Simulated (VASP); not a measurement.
InSb: single point with PBE

InSb:

```
In Sb
1.0
     0.00000    3.14193    3.14193
     3.14193    0.00000    3.14193
     3.14193    3.14193    0.00000
In Sb
1 1
Direct
  0.00000 0.00000 0.00000
  0.75000 0.75000 0.75000
```

This cell differs from its parent crystal: strain -0.030 along x and y, -0.030 along z.

```yaml
Program: VASP 6.6.1
Task: single point
Functional: PBE
Potentials_or_basis: VASP PAW PBE potentials, release 64 (In_d, Sb)
Cutoff: 520 eV
k_mesh: 12 × 12 × 12
Occupations: gaussian, width 0.15 eV
Spin: no spin polarisation
Dipole_correction: no
Further_INCAR_settings: ALGO = Normal; EDIFF = 1e-06; NBANDS = 16
```

```json
{
 "Pressure": "8.9 GPa",
 "Band gap on the k mesh": "0.35 eV"
}
```

Levels at points of the mesh, in eV from the valence-band top:
| k point | band 7 | band 8 | band 9 | band 10 | band 11 | band 12 |
| --- | --- | --- | --- | --- | --- | --- |
| (0.00, 0.00, 0.00) | 0.00 | 0.00 | 0.00 | 0.35 | 2.93 | 2.93 |
| (0.50, 0.00, 0.00) | -6.09 | -1.16 | -1.16 | 0.70 | 3.81 | 3.81 |
| (0.50, 0.50, 0.00) | -6.34 | -2.59 | -2.59 | 1.17 | 1.25 | 8.70 |

Wall time 90 s on 1 thread of Intel Xeon 8259CL (shared host), peak memory 0.25 GiB.

Caveat: the cell differs from its parent crystal (strain -0.030 along x and y, -0.030 along z); the cell stands under pressure; semilocal functionals underestimate gaps, and a narrow one can read as zero; spin-orbit coupling is left out, which moves the levels of the heavy elements. A k mesh can miss the band edges.
